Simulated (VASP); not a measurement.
# Mo (I4/mmm) in VASP: a series of runs, part 2 of 2

VASP 6.6.1.

## (4) Single point, r2SCAN

This run uses another cell than the first one, of the same volume but with other edges.

Input file POSCAR:

```
Mo
1.0
    0.0000000000      2.1889886828      1.7074111726
    2.1889886828      0.0000000000      1.7074111726
    2.1889886828      2.1889886828      0.0000000000
Mo
1
Direct
    0.0000000000      0.0000000000      0.0000000000
```

Input file INCAR.step1:

```
PREC = Accurate
ENCUT = 520
ISMEAR = 0
SIGMA = 0.15
LREAL = F
LASPH = T
NELM = 80
NBANDS = 13
GGA = PE
ALGO = Normal
EDIFF = 1E-4
LWAVE = T
LCHARG = F
```

Input file INCAR.step2:

```
PREC = Accurate
ENCUT = 520
EDIFF = 1E-7
ISMEAR = 0
SIGMA = 0.15
LREAL = F
LASPH = T
NELM = 80
ALGO = Normal
ISIF = 2
LWAVE = F
LCHARG = F
METAGGA = R2SCAN
LMIXTAU = T
NBANDS = 13
ISTART = 1
```

Input file KPOINTS:

```
regular mesh
0
Gamma
  22 22 22
```

Potentials or basis: VASP PAW PBE potentials, release 64 (Mo_sv).

The run is started by

```sh
> cat potpaw_PBE.64/Mo_sv/POTCAR > POTCAR
> cp INCAR.step1 INCAR
> mpirun -np 1 vasp_std > vasp.out
> cp INCAR.step2 INCAR
> mpirun -np 1 vasp_std > vasp.out
```

OUTCAR:

```text
PREC = Accurate
   ENCUT = 520
   EDIFF = 1E-7
   ISMEAR = 0
   LREAL = F
   LASPH = T
   NELM = 80
   ISIF = 2
   METAGGA = R2SCAN
   ISTART = 1

 ion  position               nearest neighbor table
   1  0.000  0.000  0.000-

  LATTYP: Found a body centered tetragonal cell.
 ALAT       =     3.0956974831
 C/A-ratio  =     1.1030865787

  Lattice vectors:

 A1 = (   0.0000000000,  -2.1889886828,  -1.7074111726)
 A2 = (   0.0000000000,   2.1889886828,  -1.7074111726)
 A3 = (   2.1889886828,   0.0000000000,   1.7074111726)

Analysis of symmetry for initial positions (statically):
=====================================================================
 Subroutine PRICEL returns:
 Original cell was already a primitive cell.

 Routine SETGRP: Setting up the symmetry group for a
 body centered tetragonal supercell.

 Subroutine GETGRP returns: Found 16 space group operations
 (whereof 16 operations were pure point group operations)
 out of a pool of 16 trial point group operations.

The static configuration has the point symmetry D_4h.

[... 161 lines left out ...]
 val. band max:       11.8256411464   @ k =   0.5000   0.2727   0.0000
 cond. band min:      11.8262496291   @ k =  -0.0909   0.4545   0.3636
 fundamental gap:      0.0006084827
 Fermi energy:        11.8261317578

 k-point     1 :       0.0000    0.0000    0.0000
  band No.  band energies     occupation
      1     -51.3854      2.00000
      2     -23.9692      2.00000
      3     -23.9609      2.00000
      4     -23.9609      2.00000
      5       4.3182      2.00000
      6      10.2289      2.00000
      7      10.2289      2.00000
      8      11.2843      2.00000
      9      12.8877      0.00000
     10      14.1995      0.00000
     11      26.1234      0.00000
     12      28.0026      0.00000
     13      28.0026      0.00000
[... 354 lines left out ...]
  band No.  band energies     occupation
      1     -51.1482      2.00000
      2     -25.2513      2.00000
      3     -24.3301      2.00000
      4     -23.9919      2.00000
      5       6.6474      2.00000
      6       9.0271      2.00000
      7      12.0267      0.05861
      8      13.0307      0.00000
      9      14.8969      0.00000
     10      16.0571      0.00000
     11      23.2567      0.00000
     12      24.7327      0.00000
     13      30.3023      0.00000

 [... further k-points ...]
[... 5 lines left out ...]
  --------------------------------------------------------------------------------------
  -------------------------------------------------------------------------------------
  Total       -0.0734936     -0.0734936     -2.6605538      0.0000000     -0.0000000      0.0000000
  in kB       -7.1962256     -7.1962256   -260.5118534      0.0000000     -0.0000000      0.0000000
  external PRESSURE =     -91.6347682 kB  Pullay stress =       0.0000000 kB

 VOLUME and BASIS-vectors are now :
 -----------------------------------------------------------------------------
  energy-cutoff  :      520.00
  volume of cell :       16.36
      direct lattice vectors                 reciprocal lattice vectors
     0.000000000  2.188988683  1.707411173    -0.228415982  0.228415982  0.292841003
     2.188988683  0.000000000  1.707411173     0.228415982 -0.228415982  0.292841003
     2.188988683  2.188988683  0.000000000     0.228415982  0.228415982 -0.292841003

 POSITION                                       TOTAL-FORCE (eV/Angst)
 -----------------------------------------------------------------------------------
      0.00000      0.00000      0.00000         0.000000      0.000000      0.000000
 -----------------------------------------------------------------------------------
    total drift:                                0.000000      0.000000     -0.000000

  FREE ENERGIE OF THE ION-ELECTRON SYSTEM (eV)
  ---------------------------------------------------
  free  energy   TOTEN  =       -25.9691714082 eV

  energy  without entropy=      -25.9617570599  energy(sigma->0) =      -25.96546423
```

Wall time 11 min (1 thread of Intel Xeon Platinum 8124M at 3.00GHz (Skylake/Cascade Lake), shared host); peak memory 0.28 GiB.

What came out:

```yaml
Free_energy: -25.9692 eV
Pressure: -9.2 GPa
Band_gap_on_the_k_mesh: zero (band 7 reaches 15.53 eV, above the bottom of band 8 at 10.87 eV)
```

Stress tensor (GPa, compression positive):
```
 -0.72   0.00   0.00
  0.00  -0.72   0.00
  0.00   0.00 -26.05
```

Levels at points of the mesh, in eV from the Fermi level:
```
           k point  band 5  band 6  band 7  band 8  band 9  band 10
(0.00, 0.00, 0.00)   -7.51   -1.60   -1.60   -0.54    1.06     2.37
(0.50, 0.00, 0.00)   -5.27   -2.91    0.93    1.19    2.65     4.45
(0.50, 0.50, 0.00)   -5.39   -5.16    3.71    4.00    4.00     7.38
(0.50, 0.00, 0.50)   -5.38   -4.07    1.96    2.66    2.90     4.71
```

Caveat: the PAW data sets were made with another functional, which shifts forces and pressure a little.

## (5) Single point, r2SCAN

This run uses another cell than the first one, of the same volume but with other edges.

Input file POSCAR:

```
Mo
1.0
    0.0000000000      2.0717902012      1.9060469851
    2.0717902012      0.0000000000      1.9060469851
    2.0717902012      2.0717902012      0.0000000000
Mo
1
Direct
    0.0000000000      0.0000000000      0.0000000000
```

Input file INCAR.step1:

```
SYSTEM = Mo
ALGO = Normal ; EDIFF = 1E-4
ENCUT = 520 ; GGA = PE
ISMEAR = 0 ; LASPH = .TRUE.
LCHARG = .FALSE. ; LREAL = .FALSE.
LWAVE = .TRUE. ; NBANDS = 13
NELM = 100 ; PREC = Accurate
SIGMA = 0.15
```

Input file INCAR.step2:

```
SYSTEM = Mo
ALGO = Normal ; EDIFF = 1E-6
ENCUT = 520 ; ISIF = 2
ISMEAR = 0 ; ISTART = 1
LASPH = .TRUE. ; LCHARG = .FALSE.
LMIXTAU = .TRUE. ; LREAL = .FALSE.
LWAVE = .FALSE. ; METAGGA = R2SCAN
NBANDS = 13 ; NELM = 100
PREC = Accurate ; SIGMA = 0.15
```

Input file KPOINTS:

```
k-points
0
G
  22 22 22
  0 0 0
```

The run is started by

```sh
> cat potpaw_PBE.64/Mo_sv/POTCAR > POTCAR
> cp INCAR.step1 INCAR
> mpirun -np 1 vasp_std > vasp.out
> cp INCAR.step2 INCAR
> mpirun -np 1 vasp_std > vasp.out
```

Wall time 8.9 min (1 thread of Intel Xeon Platinum 8124M at 3.00GHz (Skylake/Cascade Lake), shared host); peak memory 0.28 GiB.

The run converged. Its results:

| Quantity | Value |
| --- | --- |
| Free energy | -25.6523 eV |
| Pressure | -6.3 GPa |
| Band gap on the k mesh | zero (band 7 reaches 15.47 eV, above the bottom of band 8 at 10.82 eV) |

Stress tensor (GPa, compression positive):
```
  0.32   0.00   0.00
  0.00   0.32   0.00
  0.00   0.00 -19.66
```

Levels at points of the mesh, in eV from the Fermi level:
| k point | band 3 | band 4 | band 5 | band 6 | band 7 | band 8 | band 9 | band 10 | band 11 | band 12 |
| --- | --- | --- | --- | --- | --- | --- | --- | --- | --- | --- |
| (0.00, 0.00, 0.00) | -35.47 | -35.43 | -7.24 | -1.19 | -1.19 | -0.13 | 1.20 | 2.54 | 13.54 | 18.09 |
| (0.50, 0.00, 0.00) | -35.71 | -35.54 | -4.95 | -1.61 | -0.34 | 1.27 | 3.63 | 4.22 | 11.22 | 13.08 |
| (0.50, 0.50, 0.00) | -36.05 | -36.05 | -5.19 | -4.67 | 3.90 | 4.46 | 4.46 | 5.03 | 11.91 | 11.91 |
| (0.50, 0.00, 0.50) | -35.93 | -35.78 | -5.18 | -4.47 | 3.26 | 3.89 | 4.00 | 4.84 | 12.59 | 13.79 |

Caveat: the PAW data sets were made with another functional, which shifts forces and pressure a little.

## (6) Summary

| cell | gap on the mesh (eV) | pressure (GPa) |
| --- | --- | --- |
| a = 3.028, b = 3.028, c = 2.611 Å, angles 64.5, 64.5, 51.1°, 1 atom | none | -3.9 |
| a = 2.902, b = 2.902, c = 2.761 Å, angles 61.6, 61.6, 56.8°, 1 atom | none | -6.2 |
| a = 2.776, b = 2.776, c = 3.096 Å, angles 56.1, 56.1, 67.8°, 1 atom | none | -9.2 |
| a = 2.815, b = 2.815, c = 2.930 Å, angles 58.6, 58.6, 62.7°, 1 atom | none | -6.3 |

Alike in all rows: task single point; level r2SCAN; potentials or basis VASP PAW PBE potentials, release 64 (Mo_sv); no spin polarisation; k mesh 22 × 22 × 22; cutoff (eV) 520; smearing gaussian 0.15 eV.

Caveats: the PAW data sets were made with another functional, which shifts forces and pressure a little.

Total energies depend on the potentials used, so only differences within one code and one set of settings carry meaning.
